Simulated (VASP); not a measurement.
Input of a VASP 6.6.1 run:

File INCAR:

```
ALGO = Normal ; EDIFF = 1E-7
EDIFFG = -0.01 ; ENCUT = 600
GGA = PS ; IBRION = 2
ISIF = 3 ; ISMEAR = -1
LASPH = True ; LCHARG = False
LREAL = False ; LWAVE = False
NELM = 60 ; NSW = 100
PREC = Accurate ; SIGMA = 0.05
```

KPOINTS

```
k-points
0
Gamma
  6 6 6
```

Contents of POSCAR:

```
MgH2
1.0
   -1.8874339721      1.8941071432      4.6094473950
    1.9435124654     -1.9496663964      4.6548212285
    1.8572869025      1.9195193268     -4.6320287923
Mg H
2 4
Direct
    0.7274066977      0.1993022112      0.4530551869
   -0.0309892517      0.0282171012      0.0121013631
    0.4841515086      0.0117166051      0.4672331033
    0.7774225503      0.8035302820     -0.0034429003
    0.2272864578      0.2325249742      0.0311283136
    0.8931376004      0.4503761483      0.4481679423
```

Potentials or basis: VASP PAW PBE potentials, release 64 (Mg, H).

Command:

```console
$ cat potpaw_PBE.64/Mg/POTCAR potpaw_PBE.64/H/POTCAR > POTCAR
$ mpirun -np 1 vasp_std > vasp.out
```

**Question.** Predict the space group after relaxing (to 0.1 Å).

**Answer.** I4_1/amd (No. 141).

**Question.** Predict the relaxed cell.

**Answer.** a = 5.381 Å, b = 5.391 Å, c = 5.388 Å, α = 138.76°, β = 138.73°, γ = 59.81°.

Forces on the atoms (eV/Å):
```
Mg  -0.007 -0.004  0.006
Mg   0.005 -0.001 -0.005
H   -0.007  0.001  0.003
H    0.007  0.003 -0.002
H    0.004 -0.004 -0.004
H   -0.002  0.005  0.002
```

Caveat: the PAW data sets were made with another functional, which shifts forces and pressure a little.
